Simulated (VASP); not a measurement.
The system is InAs.

```
CELL_PARAMETERS angstrom
0.00000 3.01800 3.01800
3.01800 0.00000 3.01800
3.01800 3.01800 0.00000
ATOMIC_POSITIONS crystal
In 0.00000 0.00000 0.00000
As 0.75000 0.75000 0.75000
```

```yaml
Program: VASP 6.6.1
Task: relaxation of cell and atoms
Functional: PBEsol
Potentials_or_basis: VASP PAW PBE potentials, release 64 (In_d, As)
Cutoff: 600 eV
k_mesh: 14 × 14 × 14
Occupations: fermi-dirac, width 0.1 eV
Spin: no spin polarisation
```

At the start: pressure 1.6 GPa; volume 27.49 Å³/atom.

**Question.** How do energy, volume and symmetry change on relaxing?

**Answer.** Over 3 steps the energy falls by 3.7 meV/atom and the volume is 28.24 Å³/atom (+2.7 %); space group F-43m (No. 216, to 0.1 Å) before and after.

Step by step:
```csv
step,energy change (eV),largest force (eV/Å),pressure (GPa),volume (Å³)
1,0.0000,0.0000,1.62,54.98
2,-0.0058,0.0000,-0.70,57.22
3,-0.0074,0.0000,0.01,56.49
```

Final structure:
```yaml
crystal:
  lattice:
    - [0.00000, 3.04538, 3.04538]
    - [3.04538, 0.00000, 3.04538]
    - [3.04538, 3.04538, 0.00000]
  atoms:
    - { symbol: In, position: [0.00000, 0.00000, 0.00000] }
    - { symbol: As, position: [0.75000, 0.75000, 0.75000] }
```

Caveat: the PAW data sets were made with another functional, which shifts forces and pressure a little.
